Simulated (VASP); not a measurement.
# Al3GaN4: single point with PBEsol

The system is Al3GaN4.

```
Al Ga N
1.0
     4.05444    0.00000    0.00000
     0.00000    4.05444    0.00000
     0.00000    0.00000    4.40699
Al Ga N
3 1 4
Cartesian
  2.0272 2.0272 0.0000
  2.0272 0.0000 2.2035
  0.0000 2.0272 2.2035
  0.0000 0.0000 0.0000
  3.0194 3.0194 1.1251
  3.0194 1.0351 3.2819
  1.0351 3.0194 3.2819
  1.0351 1.0351 1.1251
```

This cell differs from its parent crystal: strain -0.080 along x and y, +0.000 along z.

```json
{"Program": "VASP 6.6.1", "Task": "single point", "Functional": "PBEsol", "Potentials or basis": "VASP PAW PBE potentials, release 64 (Al, Ga_d, N)", "Cutoff": "520 eV", "k mesh": "6 × 6 × 6", "Occupations": "gaussian, width 0.05 eV", "Spin": "no spin polarisation", "Dipole correction": "no", "Further INCAR settings": "ALGO = Normal; EDIFF = 1e-07; NBANDS = 31"}
```

| Property | Result |
| --- | --- |
| Pressure | 45.3 GPa |
| Largest force | 0.130 eV/Å |
| Band gap on the k mesh | 3.08 eV (least direct gap 3.15 eV) |

Forces in eV/Å, atoms in the order of the input:
```
Al   0.000  0.000  0.000
Al   0.000  0.000  0.000
Al   0.000  0.000  0.000
Ga   0.000  0.000  0.000
N   -0.075 -0.075 -0.074
N   -0.075  0.075  0.074
N    0.075 -0.075  0.074
N    0.075  0.075 -0.074
```

Stress tensor (GPa, compression positive):
```
49.27  0.00  0.00
 0.00 49.27  0.00
 0.00  0.00 37.25
```

Levels at points of the mesh, in eV from the valence-band top:
```
           k point  band 19  band 20  band 21  band 22  band 23  band 24
(0.00, 0.00, 0.00)    -0.50    -0.07    -0.07     3.08     3.08     3.63
(0.50, 0.00, 0.00)    -1.71    -1.46    -1.32     6.19     6.33     6.55
(0.50, 0.50, 0.00)    -0.38    -0.33    -0.33     8.18     8.18     8.39
(0.00, 0.00, 0.50)    -1.26    -0.88    -0.88     5.68     5.68     5.97
(0.50, 0.00, 0.50)    -1.15    -1.00    -0.94     7.76     7.86     7.94
(0.50, 0.50, 0.50)    -0.42    -0.24    -0.24     6.47     7.69     7.71
```

Wall time 96 s on 1 thread of Intel Xeon 8259CL, on a shared host, peak memory 0.22 GiB.

Caveat: the cell differs from its parent crystal (strain -0.080 along x and y, +0.000 along z); the cell stands under pressure; the PAW data sets were made with another functional, which shifts forces and pressure a little. A k mesh can miss the band edges.
